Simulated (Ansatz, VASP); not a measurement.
**I: VASP beside Ansatz**

File INCAR:

```
PREC = Accurate
ENCUT = 520
EDIFF = 1E-6
ISMEAR = 0
SIGMA = 0.15
LREAL = False
LASPH = True
NELM = 100
ALGO = Normal
ISIF = 2
LWAVE = False
LCHARG = True
GGA = PS
LELF = True
LVHAR = True
NBANDS = 10
```

KPOINTS

```
regular mesh
0
Gamma
  22 22 22
```

File POSCAR:

```
I
1.0
   -1.5668770286      1.5668770286      4.5445889442
    1.5668770286     -1.5668770286      4.5445889442
    1.5668770286      1.5668770286     -4.5445889442
I
1
Direct
    0.0000000000      0.0000000000      0.0000000000
```

Input for Ansatz:

```yaml
crystal:
  lattice:
    - [-1.5668770286, 1.5668770286, 4.5445889442]
    - [1.5668770286, -1.5668770286, 4.5445889442]
    - [1.5668770286, 1.5668770286, -4.5445889442]
  atoms:
    - { symbol: I, position: [0.0, 0.0, 0.0] }
basis:
  ecutwfc: 420
kpoints:
  mp_grid: { grid: [22, 22, 22] }
hamiltonian:
  xc: pbesol
scf:
  occupations: { method: gaussian, width: 0.15 }
output:
  forces: true
  stress: true
  eigenvalues: true
```

Alike in both runs: task single point; functional PBEsol; k mesh 22 × 22 × 22; occupations gaussian, width 0.15 eV; no spin polarisation.

|  | VASP | Ansatz |
| --- | --- | --- |
| version | VASP 6.6.1 | Ansatz 0.2.0 |
| potentials or method | VASP PAW PBE potentials, release 64 (I), cutoff 520 eV | scalar-relativistic, plane waves, PAW |
| valence electrons in the cell | 7 | 17 |

|  | VASP | Ansatz | Ansatz less VASP |
| --- | --- | --- | --- |
| gap on the k mesh at the Fermi level (eV) | none | none | - |
| pressure (GPa) | 1.0 | 1.0 | 0.00 |
| traceless stress, the component that is largest in VASP (GPa) | -1.46 | -1.46 | +0.003 |

VASP's potentials were made for PBE, not for PBEsol. A gap of «none» marks a metal or a gap that the smearing closes. VASP's potentials hold 7 valence electrons a cell and Ansatz's 17, so a difference there can come from the potentials and not from the codes.

Spin-orbit coupling is off throughout.
